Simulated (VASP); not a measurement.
A run of VASP 6.6.1 is set up as follows.

Contents of INCAR:

```
ALGO = Normal
EDIFF = 1E-6
ENCUT = 520
GGA = PS
ISIF = 2
ISMEAR = 1
LASPH = True
LCHARG = False
LREAL = False
LWAVE = False
NBANDS = 12
NELM = 100
PREC = Accurate
SIGMA = 0.05
```

Contents of KPOINTS:

```
k-points
0
Gamma
  15 15 15
```

The input POSCAR:

```
Ti
1.0
    2.5929219910      0.0000000000      0.0000000000
    0.0000000000      2.5929219910      0.0000000000
    0.0000000000      0.0000000000      2.5929219910
Ti
1
Direct
    0.0000000000      0.0000000000      0.0000000000
```

Potentials or basis: VASP PAW PBE potentials, release 64 (Ti_sv).

Command:

```sh
$ cat potpaw_PBE.64/Ti_sv/POTCAR > POTCAR
$ mpirun -np 1 vasp_std > vasp.out
```

**Question.** Predict the band gap on the k mesh.

**Answer.** Zero (band 6 reaches 8.61 eV, above the bottom of band 7 at 6.57 eV).

**Question.** Predict the pressure.

**Answer.** -0.1 GPa.

Caveat: the PAW data sets were made with another functional, which shifts forces and pressure a little.
